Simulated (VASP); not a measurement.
SrTiO3 (Tausonite), 5 atoms in the cell. Symmetry: Pm-3m, No. 221, cubic system. Conventional cell: a = 3.936 Å, b = 3.936 Å, c = 3.936 Å, α = 90.00°, β = 90.00°, γ = 90.00°. Sr (site symmetry m-3m) has 12 O at 2.78 Å and 8 Ti at 3.41 Å within 3.7 Å. Within 2.6 Å of Ti (site symmetry m-3m) lie 6 O at 1.97 Å. O (site symmetry 4/mmm) has 2 Ti at 1.97 Å within 2.6 Å. 

- Program: VASP 6.6.1
- Task: single point
- Functional: PBE
- Potentials or basis: VASP PAW PBE potentials, release 64 (Sr_sv, Ti_sv, O)
- Cutoff: 520 eV
- k mesh: 8 × 8 × 8
- Occupations: gaussian, width 0.02 eV
- Spin: non-collinear spin, zero start, spin-orbit coupling
- Starting moments: [[0.0, 0.0, 0.0], [0.0, 0.0, 0.0], [0.0, 0.0, 0.0], [0.0, 0.0, 0.0], [0.0, 0.0, 0.0]] μB
- Dipole correction: no
- Further INCAR settings: ALGO = Normal; EDIFF = 1e-06; NBANDS = 55

Potentials or basis: VASP PAW PBE potentials, release 64 (Sr_sv, Ti_sv, O).

The run is started by

```console
$ cat potpaw_PBE.64/Sr_sv/POTCAR potpaw_PBE.64/Ti_sv/POTCAR potpaw_PBE.64/O/POTCAR > POTCAR
$ mpirun -np 1 vasp_ncl > vasp.out
```

Hardware: 1 thread of AMD EPYC 9R45 96-Core Processor (Zen 5) (shared host).

Problem. Estimate the wall time of this run.

Solution. Wall time 2.3 min on 1 thread of AMD EPYC 9R45 96-Core Processor (Zen 5), on a shared host, peak memory 0.36 GiB. Counts: scf iterations 16, k points 35.
